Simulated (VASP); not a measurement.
# Ru (P6_3/mmc) in VASP: a series of runs

Ru is run at these levels: r2SCAN+D3(BJ), LDA; tasks: single point.

Program: VASP 6.6.1. These are calculated values, not measurements. Logs are shortened: lines on timing, memory, paths and dates and some standing lists are left out, and cuts for length are marked.

**1. The cell of the first run**

Symmetry: P6_3/mmc, No. 194, hexagonal system. The conventional cell has a = 2.741 Å, b = 2.741 Å, c = 4.338 Å, α = 90.00°, β = 90.00°, γ = 120.00°. Ru (site symmetry -6m2) has 12 Ru at 2.69 to 2.74 Å within 3.5 Å.

**2. Single point, r2SCAN+D3(BJ)**

The input, POSCAR:

```
Ru
1.0
    2.7414067149      0.0000000000      0.0000000000
   -1.3707033574      2.3741278572      0.0000000000
    0.0000000000      0.0000000000      4.3382472512
Ru
2
Direct
    0.6666666667      0.3333333333      0.7500000000
    0.3333333333      0.6666666667      0.2500000000
```

The input, INCAR.step1:

```
ALGO     = Normal         # electronic algorithm
EDIFF    = 1E-5           # SCF threshold, eV
ENCUT    = 660            # plane-wave cutoff, eV
GGA      = PE             # functional
GGA_COMPAT= F            
ISMEAR   = -1             # smearing method
LASPH    = T              # aspherical terms in the spheres
LCHARG   = F              # write CHGCAR
LREAL    = F              # projectors in reciprocal space
LWAVE    = T              # write WAVECAR
NBANDS   = 23             # bands
NELM     = 120            # most SCF steps
PREC     = Accurate       # precision mode
SIGMA    = 0.05           # smearing width, eV
```

The input, INCAR.step2:

```
ALGO     = Normal         # electronic algorithm
EDIFF    = 1E-6           # SCF threshold, eV
ENCUT    = 660            # plane-wave cutoff, eV
GGA_COMPAT= F            
ISIF     = 2              # what is computed and relaxed
ISMEAR   = -1             # smearing method
ISTART   = 1            
IVDW     = 12             # dispersion correction
LASPH    = T              # aspherical terms in the spheres
LCHARG   = T              # write CHGCAR
LELF     = T              # ELF
LMIXTAU  = T            
LREAL    = F              # projectors in reciprocal space
LVHAR    = T            
LWAVE    = F              # write WAVECAR
METAGGA  = R2SCAN         # meta-GGA
NBANDS   = 23             # bands
NELM     = 120            # most SCF steps
PREC     = Accurate       # precision mode
SIGMA    = 0.05           # smearing width, eV
VDW_A1   = 0.49484001   
VDW_A2   = 5.73083694   
VDW_S6   = 1.0          
VDW_S8   = 0.78981345
```

The input, KPOINTS:

```
k-points
0
Gamma
  11 11 6
```

Potentials or basis: VASP PAW PBE potentials, release 64 (Ru_sv).

The run is started by

```
$ cat potpaw_PBE.64/Ru_sv/POTCAR > POTCAR
$ cp INCAR.step1 INCAR
$ mpirun -np 1 vasp_std > vasp.out
$ cp INCAR.step2 INCAR
$ mpirun -np 1 vasp_std > vasp.out
```

OUTCAR:

```text
EDIFF = 1E-6
   ENCUT = 660
   ISIF = 2
   ISMEAR = -1
   ISTART = 1
   IVDW = 12
   LASPH = T
   LREAL = F
   METAGGA = R2SCAN
   NELM = 120
   PREC = Accurate
 IVDW          = 12

 ion  position               nearest neighbor table
   1  0.667  0.333  0.750-   2 2.69   2 2.69   2 2.69   2 2.69   2 2.69   2 2.69
   2  0.333  0.667  0.250-   1 2.69   1 2.69   1 2.69   1 2.69   1 2.69   1 2.69

  LATTYP: Found a hexagonal cell.
 ALAT       =     2.7414067149
 C/A-ratio  =     1.5824894670

  Lattice vectors:

 A1 = (   2.7414067149,   0.0000000000,   0.0000000000)
 A2 = (  -1.3707033574,   2.3741278572,   0.0000000000)
 A3 = (   0.0000000000,   0.0000000000,   4.3382472512)

Analysis of symmetry for initial positions (statically):
=====================================================================
 Subroutine PRICEL returns:
 Original cell was already a primitive cell.

 Routine SETGRP: Setting up the symmetry group for a
 hexagonal supercell.

 Subroutine GETGRP returns: Found 24 space group operations
 (whereof 12 operations were pure point group operations)
 out of a pool of 24 trial point group operations.

The static configuration has the point symmetry D_3d.
 The point group associated with its full space group is D_6h.

Analysis of symmetry for dynamics (positions and initial velocities):
=====================================================================
 Subroutine PRICEL returns:
 Original cell was already a primitive cell.

 Routine SETGRP: Setting up the symmetry group for a
 hexagonal supercell.

 Subroutine GETGRP returns: Found 24 space group operations
 (whereof 12 operations were pure point group operations)
 out of a pool of 24 trial point group operations.

The dynamic configuration has the point symmetry D_3d.
 The point group associated with its full space group is D_6h.

 Subroutine INISYM returns: Found 24 space group operations
 (whereof 12 operations are pure point group operations),
 and found     1 'primitive' translations

----------------------------------------------------------------------------------------

                                     Primitive cell

  volume of cell :      28.2353

[... 80 lines left out ...]
   ISTART =      1    job   : 0-new  1-cont  2-samecut
   ICHARG =      0    charge: 1-file 2-atom 10-const
   ISPIN  =      1    spin polarized calculation?
   LNONCOLLINEAR =      F non collinear calculations
   LSORBIT =      F    spin-orbit coupling
   LASPH  =      T    aspherical Exc in radial PAW
   ENCUT  =  660.0 eV  48.51 Ry    6.96 a.u.   5.74  5.74  9.09*2*pi/ulx,y,z
   NELM   =    120;   NELMIN=  2; NELMDL=  0     # of ELM steps
   EDIFF  = 0.1E-05   stopping-criterion for ELM
   LREAL  =      F    real-space projection
   EDIFFG = 0.1E-04   stopping-criterion for IOM
   NSW    =      0    number of steps for IOM
   IBRION =     -1    ionic relax: 0-MD 1-quasi-New 2-CG
   NFREE  =      0    steps in history (QN), initial steepest desc. (CG)
   ISIF   =      2    stress and relaxation
   ISYM   =      2    0-nonsym 1-usesym 2-fastsym
   POTIM  = 0.5000    time-step for ionic-motion
   TEBEG  =    0.0;   TEEND  =   0.0 temperature during run
   PSTRESS=    0.0 pullay stress
   NELECT =      32.0000    total number of electrons
   NUPDOWN=      -1.0000    fix difference up-down
   EMIN   =  10.00;   EMAX   =-10.00  energy-range for DOS
   EFERMI =   0.00;   METHOD = LEGACY
   ISMEAR =    -1;   SIGMA  =   0.05  broadening in eV -4-tet -1-fermi 0-gaus
   EFERMI_NEDOS =   21; number of points for ismear=-14 and -15
   IALGO  =     38    algorithm
   IMIX   =      4    mixing-type and parameters
     AMIX     =   0.40;   BMIX     =  1.00
     AMIX_MAG =   1.60;   BMIX_MAG =  1.00
  volume/ion in A,a.u.               =      14.12        95.27
  Fermi-wavevector in a.u.,A,eV,Ry     =   1.706845  3.225470 39.638144  2.913321
  Thomas-Fermi vector in A             =   2.785807
   LORBIT       =      0    0 simple, 1 ext, 2 COOP (PROOUT), +10 PAW based schemes
   METAGGA = R2SCAN    functional components
   LHFCALC =     F    Hartree Fock is set to
   AEXX    =    0.0000 exact exchange contribution
   IVDW    =    12    specifies the selected vdW correction
   LEPSILON=     F    determine dielectric tensor
   LRPA    =     F    only Hartree local field effects (RPA)
 non-spin polarized calculation
  energy-cutoff  :      660.00
  volume of cell :       28.24
 maximum number of plane-waves:      1100
 NGX is ok and might be reduce to    24
   NGX = 11   NGY = 11   NGZ = 19

 number of electron      32.0000002 magnetization

 Free energy of the ion-electron system (eV)
  ---------------------------------------------------
  ext. energy  EPLUGINS =         0.00000000
  ---------------------------------------------------
  free energy    TOTEN  =       -50.88330025 eV

  energy without entropy =      -50.86631115  energy(sigma->0) =      -50.87480570

 E-fermi :  14.1840     XC(G=0): -15.2585

 val. band max:       14.1626829228   @ k =   0.2727   0.0000   0.0000
 cond. band min:      14.1896025946   @ k =   0.3636   0.0000   0.3333
 fundamental gap:      0.0269196719
 Fermi energy:        14.1840478479

 k-point     1 :       0.0000    0.0000    0.0000
  band No.  band energies     occupation
      1     -61.0025      2.00000
      2     -60.8111      2.00000
      3     -30.6757      2.00000
      4     -29.7927      2.00000
      5     -29.7927      2.00000
      6     -29.6308      2.00000
[... 613 lines left out ...]
     22      29.5667      0.00000
     23      31.1185      0.00000

 [... further k-points ...]

------------------------ aborting loop because EDIFF is reached ----------------------------------------

 Edisp (eV)   -0.56468

 E8    (eV) :    -0.2042

  FORCE on cell =-STRESS in cart. coord.  units (eV):
  Direction    XX          YY          ZZ          XY          YZ          ZX
  --------------------------------------------------------------------------------------
  -------------------------------------------------------------------------------------
  Total      -2.86742    -2.86742    -3.16810    -0.00000    -0.00000     0.00000
  in kB    -162.70834  -162.70834  -179.77026    -0.00000    -0.00000     0.00000
  external pressure =     -168.40 kB  Pullay stress =        0.00 kB

 VOLUME and BASIS-vectors are now :
 -----------------------------------------------------------------------------
  energy-cutoff  :      660.00
  volume of cell :       28.24
      direct lattice vectors                 reciprocal lattice vectors
     2.741406715  0.000000000  0.000000000     0.364776228  0.210603653  0.000000000
    -1.370703357  2.374127857  0.000000000     0.000000000  0.421207306  0.000000000
     0.000000000  0.000000000  4.338247251     0.000000000  0.000000000  0.230507839

 POSITION                                       TOTAL-FORCE (eV/Angst)
 -----------------------------------------------------------------------------------
      1.37070      0.79138      3.25369         0.000000     -0.000000      0.000000
     -0.00000      1.58275      1.08456        -0.000000      0.000000      0.000000
 -----------------------------------------------------------------------------------
    total drift:                                0.000000     -0.000000      0.000000

  FREE ENERGIE OF THE ION-ELECTRON SYSTEM (eV)
  ---------------------------------------------------
  free  energy   TOTEN  =       -51.4479794397 eV

  energy  without entropy=      -51.4309903404  energy(sigma->0) =      -51.43948489
```

OUTCAR.step1:

```text
EDIFF = 1E-5
   ENCUT = 660
   GGA = PE
   ISMEAR = -1
   LASPH = T
   LREAL = F
[... 846 lines left out ...]
 -----------------------------------------------------------------------------------
      1.37070      0.79138      3.25369         0.000000     -0.000000      0.000000
     -0.00000      1.58275      1.08456        -0.000000      0.000000      0.000000
 -----------------------------------------------------------------------------------
    total drift:                                0.000000     -0.000000      0.000000

  FREE ENERGIE OF THE ION-ELECTRON SYSTEM (eV)
  ---------------------------------------------------
  free  energy   TOTEN  =       -18.5392378887 eV

  energy  without entropy=      -18.5214598382  energy(sigma->0) =      -18.53034886
```

Run time: 86 s. Hardware: 1 thread of Intel Xeon Platinum 8488C (Sapphire Rapids), shared host; peak memory 0.19 GiB.

Results:

- Free energy: -51.4480 eV
- Pressure: -16.8 GPa
- Band gap on the k mesh: zero (band 16 reaches 15.71 eV, above the bottom of band 17 at 12.70 eV)
- Dispersion energy per atom: -0.282 eV

Caveat: the PAW data sets were made with another functional, which shifts forces and pressure a little; pairwise dispersion overbinds metals, which lowers pressure and volume.

**3. Single point, LDA**

This run uses another cell than the first one, of 13.09 Å³/atom, 0.927 times its volume.

The input, INCAR:

```
SYSTEM = Ru
PREC = Accurate
ENCUT = 520
EDIFF = 1E-6
ISMEAR = -1
SIGMA = 0.05
LREAL = .FALSE.
LASPH = .TRUE.
NELM = 80
ALGO = Normal
ISIF = 2
LWAVE = .FALSE.
LCHARG = .FALSE.
GGA = CA
NBANDS = 21
```

The input, KPOINTS:

```
regular mesh
0
G
  11 11 6
  0 0 0
```

The input, POSCAR:

```
Ru
1.0
    2.6732581335      0.0000000000      0.0000000000
   -1.3366290668      2.3151094545      0.0000000000
    0.0000000000      0.0000000000      4.2297277339
Ru
2
Direct
    0.6666666667      0.3333333333      0.7500000000
    0.3333333333      0.6666666667      0.2500000000
```

Potentials or basis: VASP PAW LDA potentials, release 64 (Ru_pv).

The run is started by

```
$ cat potpaw_LDA.64/Ru_pv/POTCAR > POTCAR
$ mpirun -np 1 vasp_std > vasp.out
```

OUTCAR:

```text
SYSTEM = Ru
   PREC = Accurate
   ENCUT = 520
   EDIFF = 1E-6
   ISMEAR = -1
   LREAL = .FALSE.
   LASPH = .TRUE.
   NELM = 80
   ISIF = 2
   GGA = CA

 ion  position               nearest neighbor table
   1  0.667  0.333  0.750-   2 2.62   2 2.62   2 2.62   2 2.62   2 2.62   2 2.62
   2  0.333  0.667  0.250-   1 2.62   1 2.62   1 2.62   1 2.62   1 2.62   1 2.62

  LATTYP: Found a hexagonal cell.
 ALAT       =     2.6732581335
 C/A-ratio  =     1.5822369269

  Lattice vectors:

 A1 = (   2.6732581335,   0.0000000000,   0.0000000000)
 A2 = (  -1.3366290668,   2.3151094545,   0.0000000000)
 A3 = (   0.0000000000,   0.0000000000,   4.2297277339)

Analysis of symmetry for initial positions (statically):
=====================================================================
 Subroutine PRICEL returns:
 Original cell was already a primitive cell.

 Routine SETGRP: Setting up the symmetry group for a
 hexagonal supercell.

 Subroutine GETGRP returns: Found 24 space group operations
 (whereof 12 operations were pure point group operations)
[... 155 lines left out ...]

 number of electron      27.9999992 magnetization

 Free energy of the ion-electron system (eV)
  ---------------------------------------------------
  ext. energy  EPLUGINS =         0.00000000
  ---------------------------------------------------
  free energy    TOTEN  =       -21.38614931 eV

  energy without entropy =      -21.37021028  energy(sigma->0) =      -21.37817980

 E-fermi :  13.3095     XC(G=0): -14.6066

 val. band max:       13.2911974169   @ k =   0.2727   0.0000   0.0000
 cond. band min:      13.3237828024   @ k =   0.2727   0.1818   0.1667
 fundamental gap:      0.0325853856
 Fermi energy:        13.3095077342

 k-point     1 :       0.0000    0.0000    0.0000
  band No.  band energies     occupation
      1     -30.2279      2.00000
      2     -29.1571      2.00000
      3     -29.1571      2.00000
      4     -28.9634      2.00000
      5     -28.9634      2.00000
      6     -28.9164      2.00000
[... 565 lines left out ...]
     20      23.3244      0.00000
     21      25.4675      0.00000

 [... further k-points ...]
[... 5 lines left out ...]
  --------------------------------------------------------------------------------------
  -------------------------------------------------------------------------------------
  Total        0.1550725      0.1550725      0.1743947     -0.0000000      0.0000000     -0.0000000
  in kB        9.4911845      9.4911845     10.6738019     -0.0000000      0.0000000     -0.0000000
  external PRESSURE =       9.8853903 kB  Pullay stress =       0.0000000 kB

 VOLUME and BASIS-vectors are now :
 -----------------------------------------------------------------------------
  energy-cutoff  :      520.00
  volume of cell :       26.18
      direct lattice vectors                 reciprocal lattice vectors
     2.673258134  0.000000000  0.000000000     0.374075361  0.215972510  0.000000000
    -1.336629067  2.315109454  0.000000000     0.000000000  0.431945020  0.000000000
     0.000000000  0.000000000  4.229727734     0.000000000  0.000000000  0.236421837

 POSITION                                       TOTAL-FORCE (eV/Angst)
 -----------------------------------------------------------------------------------
      1.33663      0.77170      3.17230         0.000000     -0.000000      0.000000
     -0.00000      1.54341      1.05743        -0.000000      0.000000      0.000000
 -----------------------------------------------------------------------------------
    total drift:                               -0.000000      0.000000     -0.000000

  FREE ENERGIE OF THE ION-ELECTRON SYSTEM (eV)
  ---------------------------------------------------
  free  energy   TOTEN  =       -21.3861493118 eV

  energy  without entropy=      -21.3702102798  energy(sigma->0) =      -21.37817980
```

OSZICAR:

```text
N       E                     dE             d eps       ncg     rms          rms(c)
DAV:   1     0.288328520625E+03    0.28833E+03   -0.17375E+04  2688   0.149E+03
DAV:   2    -0.168151302915E+02   -0.30514E+03   -0.29540E+03  2766   0.448E+02
DAV:   3    -0.227922884375E+02   -0.59772E+01   -0.59448E+01  3188   0.707E+01
DAV:   4    -0.228368332404E+02   -0.44545E-01   -0.44485E-01  3309   0.587E+00
DAV:   5    -0.228373548329E+02   -0.52159E-03   -0.51586E-03  3067   0.574E-01    0.201E+01
DAV:   6    -0.214915544670E+02    0.13458E+01   -0.30383E+00  3043   0.167E+01    0.552E+00
DAV:   7    -0.213979145779E+02    0.93640E-01   -0.45653E-01  3058   0.480E+00    0.116E+00
DAV:   8    -0.213873627559E+02    0.10552E-01   -0.15153E-02  2938   0.121E+00    0.489E-01
DAV:   9    -0.213861246078E+02    0.12381E-02   -0.11871E-03  3028   0.377E-01    0.286E-02
DAV:  10    -0.213861488880E+02   -0.24280E-04   -0.24124E-05  3028   0.519E-02    0.981E-03
DAV:  11    -0.213861493118E+02   -0.42380E-06   -0.39084E-06  3033   0.190E-02
   1 F= -.21386149E+02 E0= -.21378180E+02  d E =-.159390E-01
```

stdout:

```text
POSCAR found type information on POSCAR Ru
 POSCAR found :  1 types and       2 ions
 scaLAPACK will be used
 LDA part: xc-table for (Slater(with rela. corr.)+CA(PZ))
 , standard interpolation
 POSCAR, INCAR and KPOINTS ok, starting setup
 FFT: planning ... GRIDC
 FFT: planning ... GRID_SOFT
 FFT: planning ... GRID
 WAVECAR not read
 entering main loop
```

It took 11 s on 1 thread of Intel Xeon 6975P-C (Granite Rapids), shared host; peak memory 0.14 GiB.

What came out:

```yaml
Free_energy: -21.3861 eV
Pressure: 1.0 GPa
Band_gap_on_the_k_mesh: zero (band 14 reaches 14.97 eV, above the bottom of band 15 at 11.71 eV)
```
